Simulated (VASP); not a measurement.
Set up this calculation in VASP 6.6.1, as the native input.

- Task: single point
- Functional: PBE
- Potentials or basis: VASP PAW PBE potentials, release 64 (Zn, Au)
- Cutoff: 500 eV
- k mesh: 8 × 8 × 8
- Occupations: gaussian, width 0.05 eV
- Spin: no spin polarisation
- Dipole correction: no
- Further INCAR settings: ALGO = Normal; EDIFF = 1e-06; NBANDS = 18

The structure of ZnAu lies in POSCAR:

```
ZnAu
1.0
    3.1690752739      0.0000000000      0.0000000000
    0.0000000000      3.1690752739      0.0000000000
    0.0000000000      0.0000000000      3.1690752739
Zn Au
1 1
Direct
    0.5000000000      0.5000000000      0.5000000000
    0.0000000000      0.0000000000      0.0000000000
```

The input as run:

INCAR

```
SYSTEM = ZnAu
  PREC = Accurate
  ENCUT = 500
  EDIFF = 1E-6
  ISMEAR = 0
  SIGMA = 0.05
  LREAL = .False.
  LASPH = .True.
  NELM = 120
  ALGO = Normal
  ISIF = 2
  LWAVE = .False.
  LCHARG = .False.
  GGA = PE
  NBANDS = 18
  GGA_COMPAT = .False.
```

KPOINTS

```
Automatic mesh
0
Gamma
  8 8 8
  0 0 0
```

Potentials or basis: VASP PAW PBE potentials, release 64 (Zn, Au).

Run with:

```sh
$ cat potpaw_PBE.64/Zn/POTCAR potpaw_PBE.64/Au/POTCAR > POTCAR
$ mpirun -np 1 vasp_std > vasp.out
```

It gave:

The pressure is 2.3 GPa.

It took 19 s on 1 thread of Intel Xeon 8259CL, on a shared host, peak memory 0.15 GiB.
